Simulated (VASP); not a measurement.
Input of a VASP 6.6.1 run:

INCAR

```
ALGO = Normal ; EDIFF = 1E-6
EDIFFG = -0.02 ; ENCUT = 600
GGA = PE ; IBRION = 2
ISIF = 3 ; ISMEAR = 0
IVDW = 13 ; LASPH = True
LCHARG = False ; LREAL = False
LWAVE = False ; NELM = 100
NSW = 80 ; PREC = Accurate
SIGMA = 0.05
```

Contents of KPOINTS:

```
k-points
0
Gamma
  11 11 11
```

The input POSCAR:

```
Mg
1.0
   -1.7581320000      1.7549240000      1.8087960000
    1.7457780000     -1.7495850000      1.7911020000
    1.7726310000      1.7640830000     -1.8034570000
Mg
1
Direct
    0.0001410000      0.0098150000      0.0000050000
```

Potentials or basis: VASP PAW PBE potentials, release 64 (Mg).

Run with:

```sh
$ cat potpaw_PBE.64/Mg/POTCAR > POTCAR
$ mpirun -np 1 vasp_std > vasp.out
```

Problem. Estimate the band gap on the k mesh.

Solution. Zero (bands 1 and 2 overlap by 3.19 eV).

Problem. Predict the relaxed cell.

Solution. a = 3.070 Å, b = 3.073 Å, c = 3.067 Å, α = 109.97°, β = 109.87°, γ = 108.61°.

Problem. What does it give for the dispersion energy per atom?

Solution. -0.168 eV.

Problem. What does it give for the relaxed volume?

Solution. 22.26 Å³/atom.

Stress tensor (GPa, compression positive):
```
 0.04  0.02 -0.04
 0.02  0.01  0.01
-0.04  0.01 -0.12
```

Caveat: the cell differs from its parent crystal (the cell strained at random).
